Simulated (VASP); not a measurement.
# SiNi (Pm) in VASP: notebook

Runs on SiNi. Level: PBEsol. Tasks: single point.

Everything below comes from runs of VASP 6.6.1. Logs are shortened: lines on timing, memory, paths and dates and some standing lists are left out, and cuts for length are marked.

## Step 1: The cell of the first run

The structure is monoclinic, space group Pm (No. 6). The conventional cell has a = 3.273 Å, b = 3.027 Å, c = 4.698 Å, α = 90.00°, β = 90.00°, γ = 90.00°. Within 3.1 Å of Si (site symmetry m) lie 6 Ni at 2.33 to 2.46 Å and 6 Si at 2.62 to 3.03 Å. Si (site symmetry m) has 6 Ni at 2.34 to 2.40 Å and 6 Si at 2.62 to 3.03 Å within 3.1 Å. Ni (site symmetry m) has 6 Si at 2.34 to 2.40 Å and 6 Ni at 2.67 to 3.03 Å within 3.1 Å. Within 3.1 Å of Ni (site symmetry m) lie 6 Si at 2.33 to 2.46 Å and 6 Ni at 2.67 to 3.03 Å.

## Step 2: Single point, PBEsol (atom 1 (Si) moved -0.100 Å along Cartesian [0 1 0])

Contents of INCAR:

```
SYSTEM = SiNi
PREC = Accurate
ENCUT = 520
EDIFF = 1E-6
ISMEAR = 0
SIGMA = 0.15
LREAL = .False.
LASPH = .True.
NELM = 80
ALGO = Normal
ISIF = 2
LWAVE = .False.
LCHARG = .False.
GGA = PS
NBANDS = 22
```

Contents of KPOINTS:

```
Automatic mesh
0
Gamma
  16 14 10
  0 0 0
```

Contents of POSCAR:

```
SiNi
1.0
    3.0266200000      0.0000000000      0.0000000000
    0.0000000000      3.2735000000      0.0000000000
    0.0000000000      0.0000000000      4.6977600000
Si Ni
2 2
Direct
    0.5000000000      0.4694516572      0.8423000000
    0.0000000000      0.0000000000      0.1577000000
    0.5000000000      0.5000000000      0.3442200000
    0.0000000000      0.0000000000      0.6557800000
```

Potentials or basis: VASP PAW PBE potentials, release 64 (Si, Ni).

The run is started by

```console
$ cat potpaw_PBE.64/Si/POTCAR potpaw_PBE.64/Ni/POTCAR > POTCAR
$ mpirun -np 1 vasp_std > vasp.out
```

OUTCAR:

```text
SYSTEM = SiNi
   PREC = Accurate
   ENCUT = 520
   EDIFF = 1E-6
   ISMEAR = 0
   LREAL = .False.
   LASPH = .True.
   NELM = 80
   ISIF = 2
   GGA = PS

 ion  position               nearest neighbor table
   1  0.500  0.469  0.842-   4 2.33   4 2.33   3 2.34   3 2.36   4 2.46   4 2.46   2 2.62   2 2.62
                             2 2.74   2 2.74
   2  0.000  0.000  0.158-   4 2.34   4 2.36   3 2.40   3 2.40   3 2.40   3 2.40   1 2.62   1 2.62
                             1 2.74   1 2.74
   3  0.500  0.500  0.344-   1 2.34   1 2.36   2 2.40   2 2.40   2 2.40   2 2.40   4 2.67   4 2.67
                             4 2.67   4 2.67
   4  0.000  0.000  0.656-   1 2.33   1 2.33   2 2.34   2 2.36   1 2.46   1 2.46   3 2.67   3 2.67
                             3 2.67   3 2.67

  LATTYP: Found a simple orthorhombic cell.
 ALAT       =     3.0266200000
 B/A-ratio  =     1.0815695396
 C/A-ratio  =     1.5521472798

  Lattice vectors:

 A1 = (   3.0266200000,   0.0000000000,   0.0000000000)
 A2 = (   0.0000000000,   3.2735000000,   0.0000000000)
 A3 = (   0.0000000000,   0.0000000000,   4.6977600000)

Analysis of symmetry for initial positions (statically):
=====================================================================
 Subroutine PRICEL returns:
 Original cell was already a primitive cell.

 Routine SETGRP: Setting up the symmetry group for a
 simple orthorhombic supercell.

 Subroutine GETGRP returns: Found  2 space group operations
 (whereof  2 operations were pure point group operations)
 out of a pool of  8 trial point group operations.

The static configuration has the point symmetry C_1h.

Analysis of symmetry for dynamics (positions and initial velocities):
=====================================================================
 Subroutine PRICEL returns:
 Original cell was already a primitive cell.

 Routine SETGRP: Setting up the symmetry group for a
 simple orthorhombic supercell.

 Subroutine GETGRP returns: Found  2 space group operations
 (whereof  2 operations were pure point group operations)
 out of a pool of  8 trial point group operations.

The dynamic configuration has the point symmetry C_1h.

 Subroutine INISYM returns: Found  2 space group operations
 (whereof  2 operations are pure point group operations),
 and found     1 'primitive' translations

----------------------------------------------------------------------------------------

                                     Primitive cell

  volume of cell :      46.5437

  direct lattice vectors                    reciprocal lattice vectors
     3.026620000  0.000000000  0.000000000     0.330401570  0.000000000  0.000000000
     0.000000000  3.273500000  0.000000000     0.000000000  0.305483428  0.000000000
     0.000000000  0.000000000  4.697760000     0.000000000  0.000000000  0.212867409

  length of vectors
     3.026620000  3.273500000  4.697760000     0.330401570  0.305483428  0.212867409

  position of ions in fractional coordinates (direct lattice)
     0.500000000  0.469451657  0.842300000
     0.000000000  0.000000000  0.157700000
     0.500000000  0.500000000  0.344220000
     0.000000000  0.000000000  0.655780000

  ion indices of the primitive-cell ions
   primitive index   ion index
                 1           1
                 2           2
                 3           3
                 4           4

----------------------------------------------------------------------------------------

 KPOINTS: Automatic mesh

Automatic generation of k-mesh.
 Grid dimensions read from file:
 generate k-points for:   16   14   10

 Generating k-lattice:

  Cartesian coordinates                     Fractional coordinates (reciprocal lattice)
     0.020650098  0.000000000  0.000000000     0.062500000  0.000000000  0.000000000
     0.000000000  0.021820245  0.000000000     0.000000000  0.071428571  0.000000000
     0.000000000  0.000000000  0.021286741     0.000000000  0.000000000  0.100000000

  Length of vectors
     0.020650098  0.021820245  0.021286741

  Shift w.r.t. Gamma in fractional coordinates (k-lattice)
     0.000000000  0.000000000  0.000000000

 Subroutine IBZKPT returns following result:
 ===========================================

 Found    648 irreducible k-points:

 Following reciprocal coordinates:
            Coordinates               Weight
  0.000000  0.000000  0.000000      1.000000
  0.062500  0.000000  0.000000      2.000000
  0.125000  0.000000  0.000000      2.000000
  0.187500  0.000000  0.000000      2.000000
  0.250000  0.000000  0.000000      2.000000
  0.312500  0.000000  0.000000      2.000000
[... 16 lines left out ...]
  0.250000  0.142857  0.000000      4.000000
  0.312500  0.142857  0.000000      4.000000
 [... further k-points ...]
   k-points           NKPTS =    648   k-points in BZ     NKDIM =    648   number of bands    NBANDS=     22
   number of dos      NEDOS =    301   number of ions     NIONS =      4
   total plane-waves  NPLWV =  20736
   dimension x,y,z NGX =    24 NGY =   24 NGZ =   36
   dimension x,y,z NGXF=    48 NGYF=   48 NGZF=   72
   ions per type =               2   2
   NGX,Y,Z   is equivalent  to a cutoff of  13.18, 12.19, 12.74 a.u.
   NGXF,Y,Z  is equivalent  to a cutoff of  26.37, 24.38, 25.48 a.u.
 SYSTEM =  SiNi
   PREC   = accura    normal or accurate (medium, high low for compatibility)
   ISTART =      0    job   : 0-new  1-cont  2-samecut
   ICHARG =      2    charge: 1-file 2-atom 10-const
   ISPIN  =      1    spin polarized calculation?
   LNONCOLLINEAR =      F non collinear calculations
   LSORBIT =      F    spin-orbit coupling
   LASPH  =      T    aspherical Exc in radial PAW
   ENCUT  =  520.0 eV  38.22 Ry    6.18 a.u.   5.63  6.09  8.73*2*pi/ulx,y,z
   NELM   =     80;   NELMIN=  2; NELMDL= -5     # of ELM steps
   EDIFF  = 0.1E-05   stopping-criterion for ELM
   LREAL  =      F    real-space projection
   EDIFFG = 0.1E-04   stopping-criterion for IOM
   NSW    =      0    number of steps for IOM
   IBRION =     -1    ionic relax: 0-MD 1-quasi-New 2-CG
   NFREE  =      0    steps in history (QN), initial steepest desc. (CG)
   ISIF   =      2    stress and relaxation
   ISYM   =      2    0-nonsym 1-usesym 2-fastsym
   POTIM  = 0.5000    time-step for ionic-motion
   TEBEG  =    0.0;   TEEND  =   0.0 temperature during run
   PSTRESS=    0.0 pullay stress
   NELECT =      28.0000    total number of electrons
   NUPDOWN=      -1.0000    fix difference up-down
   EMIN   =  10.00;   EMAX   =-10.00  energy-range for DOS
   EFERMI =   0.00;   METHOD = LEGACY
   ISMEAR =     0;   SIGMA  =   0.15  broadening in eV -4-tet -1-fermi 0-gaus
   EFERMI_NEDOS =   21; number of points for ismear=-14 and -15
   IALGO  =     38    algorithm
   IMIX   =      4    mixing-type and parameters
     AMIX     =   0.40;   BMIX     =  1.00
     AMIX_MAG =   1.60;   BMIX_MAG =  1.00
  volume/ion in A,a.u.               =      11.64        78.52
  Fermi-wavevector in a.u.,A,eV,Ry     =   1.381997  2.611596 25.985987  1.909916
  Thomas-Fermi vector in A             =   2.506729
   LORBIT       =      0    0 simple, 1 ext, 2 COOP (PROOUT), +10 PAW based schemes
   GGA     = PS    functional components
   LHFCALC =     F    Hartree Fock is set to
   AEXX    =    0.0000 exact exchange contribution
   IVDW    =     0    specifies the selected vdW correction
   LEPSILON=     F    determine dielectric tensor
   LRPA    =     F    only Hartree local field effects (RPA)
 non-spin polarized calculation
 Gauss-broadening in eV      SIGMA  =   0.15
  energy-cutoff  :      520.00
  volume of cell :       46.54
 maximum number of plane-waves:      1274
   NGX = 11   NGY = 13   NGZ = 17

 number of electron      28.0000015 magnetization

 Free energy of the ion-electron system (eV)
  ---------------------------------------------------
  ext. energy  EPLUGINS =         0.00000000
  ---------------------------------------------------
  free energy    TOTEN  =       -25.91379896 eV

  energy without entropy =      -25.90166192  energy(sigma->0) =      -25.90773044

 E-fermi :  11.1385     XC(G=0): -12.5650

 val. band max:       11.1260930074   @ k =  -0.2500   0.0714  -0.3000
 cond. band min:      11.1391325140   @ k =   0.3125   0.2857   0.1000
 fundamental gap:      0.0130395066
 Fermi energy:        11.1385320294

 k-point     1 :       0.0000    0.0000    0.0000
  band No.  band energies     occupation
      1      -2.6729      2.00000
      2       3.0780      2.00000
      3       4.6916      2.00000
      4       7.0091      2.00000
      5       7.6278      2.00000
      6       8.1413      2.00000
[... 14 lines left out ...]
     21      19.2845      0.00000
     22      20.2214      0.00000

 k-point     2 :       0.0625    0.0000    0.0000
  band No.  band energies     occupation
      1      -2.6108      2.00000
      2       3.1233      2.00000
      3       4.7415      2.00000
      4       6.9920      2.00000
      5       7.6486      2.00000
      6       8.1036      2.00000
[... 14 lines left out ...]
     21      19.3499      0.00000
     22      20.2534      0.00000

 k-point     3 :       0.1250    0.0000    0.0000
  band No.  band energies     occupation
      1      -2.4246      2.00000
      2       3.2541      2.00000
      3       4.8887      2.00000
      4       6.8801      2.00000
      5       7.7082      2.00000
      6       7.9922      2.00000
[... 14 lines left out ...]
     21      19.5520      0.00000
     22      20.3393      0.00000
[... 476 lines left out ...]
 k-point    23 :       0.2500    0.1429    0.0000
  band No.  band energies     occupation
      1      -1.4209      2.00000
      2       3.7364      2.00000
      3       5.6295      2.00000
      4       5.9406      2.00000
      5       7.2193      2.00000
      6       7.4987      2.00000
[... 14 lines left out ...]
     21      18.0286      0.00000
     22      21.9854      0.00000

 k-point    24 :       0.3125    0.1429    0.0000
  band No.  band energies     occupation
      1      -0.8812      2.00000
      2       3.6851      2.00000
      3       5.4192      2.00000
      4       5.9682      2.00000
      5       7.2087      2.00000
      6       7.3092      2.00000
[... 14 lines left out ...]
     21      18.2964      0.00000
     22      21.6325      0.00000

 [... further k-points ...]

------------------------ aborting loop because EDIFF is reached ----------------------------------------

  FORCE on cell =-STRESS in cart. coord.  units (eV):
  Direction    XX          YY          ZZ          XY          YZ          ZX
  --------------------------------------------------------------------------------------
  -------------------------------------------------------------------------------------
  Total       -1.2314330     -1.2497622     -1.3537106      0.0000000     -0.0136969      0.0000000
  in kB      -42.3896955    -43.0206440    -46.5988666      0.0000000     -0.4714901      0.0000000
  external PRESSURE =     -44.0030687 kB  Pullay stress =       0.0000000 kB

 VOLUME and BASIS-vectors are now :
 -----------------------------------------------------------------------------
  energy-cutoff  :      520.00
  volume of cell :       46.54
      direct lattice vectors                 reciprocal lattice vectors
     3.026620000  0.000000000  0.000000000     0.330401570  0.000000000  0.000000000
     0.000000000  3.273500000  0.000000000     0.000000000  0.305483428  0.000000000
     0.000000000  0.000000000  4.697760000     0.000000000  0.000000000  0.212867409

 POSITION                                       TOTAL-FORCE (eV/Angst)
 -----------------------------------------------------------------------------------
      1.51331      1.53675      3.95692         0.000000      0.662432      0.003549
      0.00000      0.00000      0.74084         0.000000     -0.205748      0.048686
      1.51331      1.63675      1.61706         0.000000     -0.061137     -0.113563
      0.00000      0.00000      3.08070         0.000000     -0.395547      0.061328
 -----------------------------------------------------------------------------------
    total drift:                                0.000000     -0.000132     -0.000127

  FREE ENERGIE OF THE ION-ELECTRON SYSTEM (eV)
  ---------------------------------------------------
  free  energy   TOTEN  =       -25.9137989577 eV

  energy  without entropy=      -25.9016619169  energy(sigma->0) =      -25.90773044
```

Run time: 3.2 min. Hardware: 1 thread of Intel Xeon 6975P-C (Granite Rapids), shared host; peak memory 0.62 GiB.

What came out:

| Property | Result |
| --- | --- |
| Free energy | -25.9138 eV |
| Pressure | -4.4 GPa |
| Largest force | 0.662 eV/Å |
| Band gap on the k mesh | zero (band 14 reaches 13.01 eV, above the bottom of band 15 at 10.68 eV) |

Forces on the atoms (eV/Å):
```
Si   0.000  0.662  0.004
Si   0.000 -0.206  0.049
Ni   0.000 -0.061 -0.114
Ni   0.000 -0.396  0.061
```

Stress tensor (GPa, compression positive):
```
-4.24  0.00  0.00
 0.00 -4.30 -0.05
 0.00 -0.05 -4.66
```

Levels at points of the mesh, in eV from the Fermi level:
```
           k point  band 12  band 13  band 14  band 15  band 16  band 17
(0.00, 0.00, 0.00)    -1.95    -1.93    -1.03     0.78     2.91     5.09
(0.50, 0.00, 0.00)    -2.42    -1.63    -1.62     1.66     1.67     3.53
(0.00, 0.50, 0.00)    -2.15    -2.04    -2.03     1.19     1.30     4.33
(0.50, 0.50, 0.00)    -1.95    -1.62    -1.60     1.50     1.51     2.03
(0.00, 0.00, 0.50)    -2.00     1.28     1.88     2.21     2.54     2.65
(0.50, 0.00, 0.50)    -2.11    -1.46    -1.44     3.72     3.79     5.30
(0.00, 0.50, 0.50)    -1.94    -1.91    -1.86     4.71     5.15     5.31
(0.50, 0.50, 0.50)    -1.97    -1.57    -1.56    -0.37    -0.36     0.95
```

Caveat: the cell differs from its parent crystal (atom 1 (Si) moved -0.100 Å along Cartesian [0 1 0]); the PAW data sets were made with another functional, which shifts forces and pressure a little. Spin polarisation is off, so any magnetic state and its effect on volume and gap are missing.

## Step 3: Single point, PBEsol (atom 1 (Si) moved +0.050 Å along Cartesian [0 1 0])

Contents of INCAR:

```
ALGO = Normal
EDIFF = 1E-7
ENCUT = 520
GGA = PS
ISIF = 2
ISMEAR = 0
LASPH = T
LCHARG = F
LREAL = F
LWAVE = F
NBANDS = 22
NELM = 100
PREC = Accurate
SIGMA = 0.15
```

Contents of KPOINTS:

```
k-points
0
Gamma
  16 14 10
```

POSCAR: that of step 2 with these lines changed.

```diff
@@ -8,3 +8,3 @@
 Direct
-    0.5000000000      0.4694516572      0.8423000000
+    0.5000000000      0.5152741714      0.8423000000
     0.0000000000      0.0000000000      0.1577000000
```

Potentials or basis: VASP PAW PBE potentials, release 64 (Si, Ni).

The run is started by

```console
$ cat potpaw_PBE.64/Si/POTCAR potpaw_PBE.64/Ni/POTCAR > POTCAR
$ mpirun -np 1 vasp_std > vasp.out
```

It took 3.6 min on 1 thread of Intel Xeon 6975P-C (Granite Rapids), shared host; peak memory 0.62 GiB.

It converged, with:

```
Free energy            : -25.9386 eV
Pressure               : -4.8 GPa
Largest force          : 0.330 eV/Å
Band gap on the k mesh : zero (band 14 reaches 13.05 eV, above the bottom of band 15 at 10.68 eV)
```

Forces in eV/Å, atoms in the order of the input:
```
Si   0.000 -0.330 -0.009
Si   0.000  0.103  0.022
Ni   0.000  0.031 -0.112
Ni   0.000  0.196  0.099
```

Stress tensor (GPa, compression positive):
```
-4.82  0.00  0.00
 0.00 -4.64  0.03
 0.00  0.03 -4.89
```

Levels at points of the mesh, in eV from the Fermi level:
```csv
k point,band 10,band 11,band 12,band 13,band 14,band 15,band 16,band 17,band 18,band 19
"(0.00, 0.00, 0.00)",-2.55,-2.31,-1.95,-1.93,-1.05,0.78,2.95,5.10,5.39,6.81
"(0.50, 0.00, 0.00)",-2.50,-2.46,-2.45,-1.62,-1.62,1.67,1.67,3.53,3.53,6.15
"(0.00, 0.50, 0.00)",-2.61,-2.25,-2.18,-2.03,-2.03,1.22,1.27,4.46,4.73,7.39
"(0.50, 0.50, 0.00)",-3.19,-1.96,-1.96,-1.61,-1.61,1.50,1.50,2.02,2.02,3.86
"(0.00, 0.00, 0.50)",-2.68,-2.66,-2.00,1.28,1.91,2.20,2.54,2.60,3.65,3.97
"(0.50, 0.00, 0.50)",-2.34,-2.12,-2.12,-1.44,-1.44,3.77,3.79,5.32,5.33,5.80
"(0.00, 0.50, 0.50)",-2.40,-2.00,-1.96,-1.90,-1.88,4.85,5.16,5.22,5.37,7.05
"(0.50, 0.50, 0.50)",-2.70,-1.98,-1.98,-1.57,-1.56,-0.37,-0.36,0.95,0.95,8.23
```

Caveat: the cell differs from its parent crystal (atom 1 (Si) moved +0.050 Å along Cartesian [0 1 0]); the PAW data sets were made with another functional, which shifts forces and pressure a little.

[end of part 1 of 3]
